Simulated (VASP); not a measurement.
HfTi2S4:

```
Hf Ti S
1.0
     5.14000    0.00000    0.00000
     0.00000    5.14000    0.00000
     0.00000    0.00000    5.14000
Hf Ti S
1 2 4
Direct
  0.50000 0.50000 0.00000
  0.00000 0.50000 0.50000
  0.50000 0.00000 0.50000
  0.50000 0.50000 0.50000
  0.00000 0.50000 0.00000
  0.50000 0.00000 0.00000
  0.00000 0.00000 0.50000
```

- Program: VASP 6.6.1
- Task: relaxation of cell and atoms
- Functional: PBE
- Potentials or basis: VASP PAW PBE potentials, release 64 (Hf_pv, Ti_sv, S)
- Cutoff: 500 eV
- k mesh: 3 × 3 × 3
- Occupations: gaussian, width 0.15 eV
- Spin: collinear spin
- Starting moments: [0.0, 1.0, 1.0, 0.0, 0.0, 0.0, 0.0] μB

At the start: pressure -7.4 GPa; volume 19.40 Å³/atom.

Where does the relaxation end?

Over 3 steps the energy falls by 35.9 meV/atom and the volume is 17.99 Å³/atom (-7.3 %); space group P4/mmm (No. 123, to 0.1 Å) before and after; moment 0.00 μB per cell.

The path:
```tsv
step	energy change (eV)	largest force (eV/Å)	pressure (GPa)	volume (Å³)
1	0.0000	0.0000	-7.38	135.80
2	-0.0950	0.0000	7.53	118.96
3	-0.2514	0.0000	0.02	125.94
```

Final structure:
```
Hf Ti S
1.0
     4.99979    0.00000    0.00000
     0.00000    4.99979    0.00000
     0.00000    0.00000    5.03783
Hf Ti S
1 2 4
Direct
  0.50000 0.50000 0.00000
  0.00000 0.50000 0.50000
  0.50000 0.00000 0.50000
  0.50000 0.50000 0.50000
  0.00000 0.50000 0.00000
  0.50000 0.00000 0.00000
  0.00000 0.00000 0.50000
```

Caveat: the k points lie up to 0.42 Å⁻¹ apart in the final cell, too coarse for converged energies and pressures of a metal.
